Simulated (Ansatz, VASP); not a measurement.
## Two plane-wave programs on LiCaF3

Contents of INCAR:

```
PREC     = Accurate       # precision mode
ENCUT    = 520            # plane-wave cutoff, eV
EDIFF    = 1E-6           # SCF threshold, eV
ISMEAR   = -1             # smearing method
SIGMA    = 0.05           # smearing width, eV
LREAL    = False          # projectors in reciprocal space
LASPH    = True           # aspherical terms in the spheres
NELM     = 60             # most SCF steps
ALGO     = Normal         # electronic algorithm
ISIF     = 2              # what is computed and relaxed
LWAVE    = False          # write WAVECAR
LCHARG   = False          # write CHGCAR
GGA      = PE             # functional
NBANDS   = 25             # bands
```

KPOINTS

```
regular mesh
0
Gamma
  6 6 6
```

File POSCAR:

```
LiCaF3
1.0
    3.7236315600      0.0000000000      0.0000000000
    0.0000000000      3.7236315600      0.0000000000
    0.0000000000      0.0000000000      3.7612440000
Ca F Li
1 3 1
Direct
    0.0000000000      0.0000000000      0.0000000000
    0.5000000000      0.0000000000      0.5000000000
    0.5000000000      0.5000000000      0.0000000000
    0.0000000000      0.5000000000      0.5000000000
    0.5000000000      0.5000000000      0.5000000000
```

The input input.yaml:

```yaml
crystal:
  lattice:
    - [3.72363156, 0.0, 0.0]
    - [0.0, 3.72363156, 0.0]
    - [0.0, 0.0, 3.761244]
  atoms:
    - { symbol: Ca, position: [0.0, 0.0, 0.0] }
    - { symbol: F, position: [0.5, 0.0, 0.5] }
    - { symbol: F, position: [0.5, 0.5, 0.0] }
    - { symbol: F, position: [0.0, 0.5, 0.5] }
    - { symbol: Li, position: [0.5, 0.5, 0.5] }
hamiltonian:
  xc: pbe
  pseudopotentials: { kind: paw }
kpoints:
  mp_grid: { grid: [6, 6, 6] }
scf:
  occupations: { method: fermi_dirac, width: 0.05 }
output:
  forces: true
  stress: true
  eigenvalues: true
```

Alike in both runs: task single point; functional PBE; k mesh 6 × 6 × 6; occupations fermi-dirac, width 0.05 eV; no spin polarisation.

|  | VASP | Ansatz |
| --- | --- | --- |
| version | VASP 6.6.1 | Ansatz 0.2.0 |
| potentials or method | VASP PAW PBE potentials, release 64 (Ca_sv, F, Li_sv) | Ansatz PAW |
| plane-wave cutoff (eV) | 520 | 420 |
| valence electrons in the cell | 34 | 34 |

|  | VASP | Ansatz | Ansatz less VASP |
| --- | --- | --- | --- |
| gap on the k mesh at the Fermi level (eV) | 6.44 | 6.45 | +0.008 |
| least direct gap on the mesh (eV) | 6.60 | 6.61 | +0.007 |

The functional is the same, so the differences come from potentials, cutoffs and numerics.

Noted on VASP's run: the cutoff is short for stress, so the pressure is rough.
